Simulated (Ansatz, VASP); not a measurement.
# Two plane-wave programs on F

The input INCAR:

```
SYSTEM = F
PREC = Accurate ; ENCUT = 520
EDIFF = 1E-6 ; ISMEAR = 0
SIGMA = 0.05 ; LREAL = .False.
LASPH = .True. ; NELM = 100
ALGO = Normal ; ISIF = 2
LWAVE = .False. ; LCHARG = .False.
GGA = PE ; IVDW = 12
NBANDS = 22
```

Contents of KPOINTS:

```
Automatic mesh
0
Gamma
  8 8 4
  0 0 0
```

Contents of POSCAR:

```
F
1.0
    2.8083613933     -1.8210365515      0.2963746183
    2.8083613933      1.8210365515      0.2963746183
   -0.8474475633      0.0000000000      6.8595505995
F
4
Direct
    0.9138648456      0.5855481450      0.0939279973
    0.4144518550      0.0861351544      0.4060720027
    0.0861351544      0.4144518550      0.9060720027
    0.5855481450      0.9138648456      0.5939279973
```

Input for Ansatz:

```yaml
crystal:
  lattice:
    - [2.8083613933, -1.8210365515, 0.2963746183]
    - [2.8083613933, 1.8210365515, 0.2963746183]
    - [-0.8474475633, 0.0, 6.8595505995]
  atoms:
    - { symbol: F, position: [0.9138648456, 0.585548145, 0.0939279973] }
    - { symbol: F, position: [0.414451855, 0.0861351544, 0.4060720027] }
    - { symbol: F, position: [0.0861351544, 0.414451855, 0.9060720027] }
    - { symbol: F, position: [0.585548145, 0.9138648456, 0.5939279973] }
basis:
  ecutwfc: 520.0
kpoints:
  mp_grid: { grid: [8, 8, 4] }
hamiltonian:
  xc: pbe
  dispersion: d3bj
scf:
  occupations: { method: gaussian, width: 0.05 }
output:
  forces: true
  stress: true
  eigenvalues: true
```

Change from the starting cell: volume 17.769 Å^3 an atom, stretch along a over the lengths across it, relative to the relaxed cell 0.9802.

Alike in both runs: task single point; functional PBE; dispersion D3(BJ); k mesh 8 × 8 × 4; occupations gaussian, width 0.05 eV; no spin polarisation.

|  | VASP | Ansatz |
| --- | --- | --- |
| version | VASP 6.6.1 | Ansatz 0.2.0 |
| potentials or method | VASP PAW PBE potentials, release 64 (F), cutoff 520 eV | scalar-relativistic, plane waves, PAW |
| valence electrons in the cell | 28 | 28 |

|  | VASP | Ansatz | Ansatz less VASP |
| --- | --- | --- | --- |
| gap on the k mesh at the Fermi level (eV) | 2.71 | 2.78 | +0.068 |
| least direct gap on the mesh (eV) | 2.71 | 2.78 | +0.068 |
| pressure (GPa) | -1.5 | -1.8 | -0.24 |
| traceless stress, the component that is largest in VASP (GPa) | -1.37 | -2.40 | -1.031 |
| rms of the force components (eV/Å) | 0.242 | 0.433 | +0.1915 |

Atom by atom the forces differ by 0.191 eV/Å (rms over components).
